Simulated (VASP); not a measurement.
# BaZrO3 (Pm-3m) in VASP: single point with r2SCAN

Aim: the single point of BaZrO3 with r2SCAN.

All numbers are computed with VASP 6.6.1; they aren't measurements. Logs are shortened: lines on timing, memory, paths and dates and some standing lists are left out, and cuts for length are marked.

**1. The cell of the first run**

It takes space group Pm-3m (No. 221, cubic). The conventional cell has a = 4.175 Å, b = 4.175 Å, c = 4.175 Å, α = 90.00°, β = 90.00°, γ = 90.00°. Within 2.8 Å of O (site symmetry 4/mmm) lie 2 Zr at 2.09 Å. Ba (site symmetry m-3m) has 12 O at 2.95 Å and 8 Zr at 3.62 Å within 3.9 Å. Zr (site symmetry m-3m) has 6 O at 2.09 Å within 2.8 Å.

**2. Single point, r2SCAN, non-collinear spin, zero start, spin-orbit coupling**

POSCAR

```
BaZrO3
1.0
    4.1752930000      0.0000000000      0.0000000000
    0.0000000000      4.1752930000      0.0000000000
    0.0000000000      0.0000000000      4.1752930000
O Ba Zr
3 1 1
Direct
    0.0000000000      0.5000000000      0.5000000000
    0.5000000000      0.0000000000      0.5000000000
    0.5000000000      0.5000000000      0.0000000000
    0.0000000000      0.0000000000      0.0000000000
    0.5000000000      0.5000000000      0.5000000000
```

INCAR.step1

```
PREC = Accurate
ENCUT = 520
ISMEAR = 0
SIGMA = 0.1515
LREAL = F
LASPH = T
NELM = 150
MAGMOM = 0 0 0 0 0 0 0 0 0 0 0 0 0 0 0
LSORBIT = T
GGA_COMPAT = F
LMAXMIX = 4
NBANDS = 55
GGA = PE
ALGO = Normal
EDIFF = 1E-4
LWAVE = T
LCHARG = F
```

INCAR.step2

```
PREC = Accurate
ENCUT = 520
EDIFF = 1E-6
ISMEAR = 0
SIGMA = 0.1515
LREAL = F
LASPH = T
NELM = 150
ALGO = Normal
ISIF = 2
LWAVE = F
LCHARG = F
MAGMOM = 0 0 0 0 0 0 0 0 0 0 0 0 0 0 0
LORBIT = 11
LSORBIT = T
GGA_COMPAT = F
LORBMOM = T
LMAXMIX = 4
METAGGA = R2SCAN
LMIXTAU = T
NBANDS = 55
ISTART = 1
```

KPOINTS

```
regular mesh
0
Gamma
  6 6 6
```

Potentials or basis: VASP PAW PBE potentials, release 64 (O, Ba_sv, Zr_sv).

Launch:

```sh
cat potpaw_PBE.64/O/POTCAR potpaw_PBE.64/Ba_sv/POTCAR potpaw_PBE.64/Zr_sv/POTCAR > POTCAR
cp INCAR.step1 INCAR
mpirun -np 1 vasp_ncl > vasp.out
cp INCAR.step2 INCAR
mpirun -np 1 vasp_ncl > vasp.out
```

OUTCAR:

```text
PREC = Accurate
   ENCUT = 520
   EDIFF = 1E-6
   ISMEAR = 0
   LREAL = F
   LASPH = T
   NELM = 150
   ISIF = 2
   LORBIT = 11
   LSORBIT = T
   METAGGA = R2SCAN
   ISTART = 1

 ion  position               nearest neighbor table
   1  0.000  0.500  0.500-   5 2.09   5 2.09   4 2.95   4 2.95   4 2.95   4 2.95
   2  0.500  0.000  0.500-   5 2.09   5 2.09   4 2.95   4 2.95   4 2.95   4 2.95
   3  0.500  0.500  0.000-   5 2.09   5 2.09   4 2.95   4 2.95   4 2.95   4 2.95
   4  0.000  0.000  0.000-   1 2.95   2 2.95   3 2.95   1 2.95   2 2.95   1 2.95   3 2.95   1 2.95
                             2 2.95   3 2.95   2 2.95   3 2.95   5 3.62   5 3.62   5 3.62   5 3.62
   5  0.500  0.500  0.500-   1 2.09   2 2.09   3 2.09   3 2.09   2 2.09   1 2.09   4 3.62   4 3.62
                             4 3.62   4 3.62   4 3.62   4 3.62   4 3.62   4 3.62

  LATTYP: Found a simple cubic cell.
 ALAT       =     4.1752930000

  Lattice vectors:

 A1 = (   4.1752930000,   0.0000000000,   0.0000000000)
 A2 = (   0.0000000000,   4.1752930000,   0.0000000000)
 A3 = (   0.0000000000,   0.0000000000,   4.1752930000)

Analysis of symmetry for initial positions (statically):
=====================================================================
 Subroutine PRICEL returns:
 Original cell was already a primitive cell.

 Routine SETGRP: Setting up the symmetry group for a
 simple cubic supercell.

 Subroutine GETGRP returns: Found 48 space group operations
 (whereof 48 operations were pure point group operations)
 out of a pool of 48 trial point group operations.

The static configuration has the point symmetry O_h .

Analysis of symmetry for dynamics (positions and initial velocities):
=====================================================================
 Subroutine PRICEL returns:
 Original cell was already a primitive cell.

 Routine SETGRP: Setting up the symmetry group for a
 simple cubic supercell.

 Subroutine GETGRP returns: Found 48 space group operations
 (whereof 48 operations were pure point group operations)
 out of a pool of 48 trial point group operations.

The dynamic configuration has the point symmetry O_h .

Analysis of structural, dynamic, and magnetic symmetry:
=====================================================================
 Subroutine PRICEL returns:
 Original cell was already a primitive cell.

 Routine SETGRP: Setting up the symmetry group for a
 simple cubic supercell.

 Subroutine GETGRP returns: Found 48 space group operations
 (whereof 48 operations were pure point group operations)
 out of a pool of 48 trial point group operations.

The overall configuration has the point symmetry O_h .

 Subroutine INISYM returns: Found 48 space group operations
 (whereof 48 operations are pure point group operations),
[... 1291 lines left out ...]

 orbital moment (x)

 # of ion     p       d       tot
 ----------------------------------------
  1         0.000   0.000   0.000
  2         0.000   0.000   0.000
  3         0.000   0.000   0.000
  4         0.000  -0.000  -0.000
  5         0.000   0.000   0.000
 ----------------------------------------
            0.000   0.000   0.000

 orbital moment (y)

 # of ion     p       d       tot
 ----------------------------------------
  1         0.000   0.000   0.000
  2        -0.000   0.000  -0.000
  3         0.000   0.000   0.000
  4        -0.000   0.000   0.000
  5         0.000  -0.000  -0.000
 ----------------------------------------
           -0.000  -0.000  -0.000

 orbital moment (z)

 # of ion     p       d       tot
 ----------------------------------------
  1        -0.000   0.000  -0.000
  2         0.000   0.000   0.000
  3         0.000   0.000   0.000
  4         0.000   0.000   0.000
  5         0.000   0.000   0.000
 ----------------------------------------
            0.000   0.000   0.000

 Spin-Orbit-Coupling matrix elements

 Ion:    1  E_soc:     -0.0002932
 l=   1
     0.0000000    -0.0000307    -0.0000579
    -0.0000307     0.0000000    -0.0000579
    -0.0000579    -0.0000579     0.0000000
 l=   2
     0.0000000     0.0000000     0.0000000     0.0000000     0.0000000
     0.0000000     0.0000000     0.0000000     0.0000000     0.0000000
     0.0000000     0.0000000     0.0000000     0.0000000     0.0000000
     0.0000000     0.0000000     0.0000000     0.0000000     0.0000000
     0.0000000     0.0000000     0.0000000     0.0000000     0.0000000
 l=   3
     0.0000000     0.0000000     0.0000000     0.0000000     0.0000000     0.0000000     0.0000000
     0.0000000     0.0000000     0.0000000     0.0000000     0.0000000     0.0000000     0.0000000
     0.0000000     0.0000000     0.0000000     0.0000000     0.0000000     0.0000000     0.0000000
     0.0000000     0.0000000     0.0000000     0.0000000     0.0000000     0.0000000     0.0000000
[... 69 lines left out ...]
 l=   2
     0.0000000    -0.0000536     0.0000000    -0.0000536    -0.0002509
    -0.0000536     0.0000000    -0.0001882    -0.0000536    -0.0000627
     0.0000000    -0.0001882     0.0000000    -0.0001882     0.0000000
    -0.0000536    -0.0000536    -0.0001882     0.0000000    -0.0000627
    -0.0002509    -0.0000627     0.0000000    -0.0000627     0.0000000
 l=   3
     0.0000000     0.0000000     0.0000000     0.0000000     0.0000000     0.0000000     0.0000000
     0.0000000     0.0000000     0.0000000     0.0000000     0.0000000     0.0000000     0.0000000
     0.0000000     0.0000000     0.0000000     0.0000000     0.0000000     0.0000000     0.0000000
     0.0000000     0.0000000     0.0000000     0.0000000     0.0000000     0.0000000     0.0000000
     0.0000000     0.0000000     0.0000000     0.0000000     0.0000000     0.0000000     0.0000000
     0.0000000     0.0000000     0.0000000     0.0000000     0.0000000     0.0000000     0.0000000
     0.0000000     0.0000000     0.0000000     0.0000000     0.0000000     0.0000000     0.0000000

 total charge

# of ion       s       p       d       tot
------------------------------------------
    1        1.566   3.523   0.000   5.089
    2        1.566   3.523   0.000   5.089
    3        1.566   3.523   0.000   5.089
    4        2.012   5.649   0.254   7.915
    5        2.195   6.091   1.378   9.664
--------------------------------------------------
tot          8.905  22.308   1.632  32.845

 magnetization (x)

# of ion       s       p       d       tot
------------------------------------------
    1        0.000   0.000   0.000   0.000
    2        0.000  -0.000   0.000  -0.000
    3       -0.000   0.000   0.000   0.000
    4       -0.000  -0.000   0.000  -0.000
    5        0.000   0.000  -0.000  -0.000
--------------------------------------------------
tot         -0.000   0.000  -0.000   0.000

 magnetization (y)

# of ion       s       p       d       tot
------------------------------------------
    1       -0.000   0.000   0.000   0.000
    2       -0.000   0.000   0.000   0.000
    3        0.000  -0.000   0.000  -0.000
    4       -0.000  -0.000   0.000  -0.000
    5        0.000   0.000   0.000   0.000
--------------------------------------------------
tot         -0.000   0.000   0.000  -0.000

 magnetization (z)

# of ion       s       p       d       tot
------------------------------------------
    1       -0.000   0.000   0.000   0.000
    2       -0.000  -0.000   0.000  -0.000
    3       -0.000  -0.000   0.000  -0.000
    4        0.000   0.000  -0.000  -0.000
    5       -0.000   0.000   0.000   0.000
--------------------------------------------------
tot         -0.000  -0.000   0.000  -0.000
```

OUTCAR.step1:

```text
PREC = Accurate
   ENCUT = 520
   ISMEAR = 0
   LREAL = F
   LASPH = T
   NELM = 150
   LSORBIT = T
[... 1454 lines left out ...]
     0.0000000     0.0000000     0.0000000     0.0000000     0.0000000     0.0000000     0.0000000
     0.0000000     0.0000000     0.0000000     0.0000000     0.0000000     0.0000000     0.0000000
     0.0000000     0.0000000     0.0000000     0.0000000     0.0000000     0.0000000     0.0000000
     0.0000000     0.0000000     0.0000000     0.0000000     0.0000000     0.0000000     0.0000000
     0.0000000     0.0000000     0.0000000     0.0000000     0.0000000     0.0000000     0.0000000
     0.0000000     0.0000000     0.0000000     0.0000000     0.0000000     0.0000000     0.0000000

=======================================================================

 ========================================================
```

OSZICAR.step1:

```text
N       E                     dE             d eps       ncg     rms          rms(c)
DAV:   1     0.329759145996E+03    0.32976E+03   -0.21379E+04  2200   0.143E+03
DAV:   2    -0.231741266549E+02   -0.35293E+03   -0.33612E+03  2727   0.368E+02
DAV:   3    -0.480817643542E+02   -0.24908E+02   -0.24751E+02  3096   0.938E+01
DAV:   4    -0.494021879532E+02   -0.13204E+01   -0.13186E+01  3283   0.166E+01
DAV:   5    -0.494577104885E+02   -0.55523E-01   -0.55519E-01  2866   0.240E+00    0.311E+01
DAV:   6    -0.419258441982E+02    0.75319E+01   -0.35524E+01  2666   0.397E+01    0.136E+01
DAV:   7    -0.419246758184E+02    0.11684E-02   -0.30175E+00  3123   0.952E+00    0.824E+00
DAV:   8    -0.419155973772E+02    0.90784E-02   -0.34977E-01  2556   0.420E+00    0.739E-01
DAV:   9    -0.419105978176E+02    0.49996E-02   -0.65189E-02  2786   0.141E+00    0.504E-01
DAV:  10    -0.419120985530E+02   -0.15007E-02   -0.14352E-02  2682   0.966E-01    0.273E-01
DAV:  11    -0.419120000754E+02    0.98478E-04   -0.12237E-03  2626   0.260E-01    0.694E-02
DAV:  12    -0.419119650548E+02    0.35021E-04   -0.20886E-04  2483   0.964E-02
   1 F= -.41911965E+02 E0= -.41911965E+02  d E =-.256878E-15  mag=     0.0000    -0.0000     0.0000
```

Run time: 10 min. Hardware: 1 thread of AMD EPYC 9R14 (Zen 4), shared host; peak memory 0.4 GiB.

Results:

| Item | Value |
| --- | --- |
| Free energy | -85.3205 eV |
| Pressure | 4.8 GPa |
| Net moment | 0.00 μB per cell |
| Valence electrons inside the program's atomic spheres | O 5.09; Ba 7.92; Zr 9.66 |

Moments on the atoms (μB; x, y, z):
```
O   0.00 0.00 0.00
O   0.00 0.00 0.00
O   0.00 0.00 0.00
Ba  0.00 0.00 0.00
Zr  0.00 0.00 0.00
```

Caveat: the cell stands under pressure; the PAW data sets were made with another functional, which shifts forces and pressure a little.
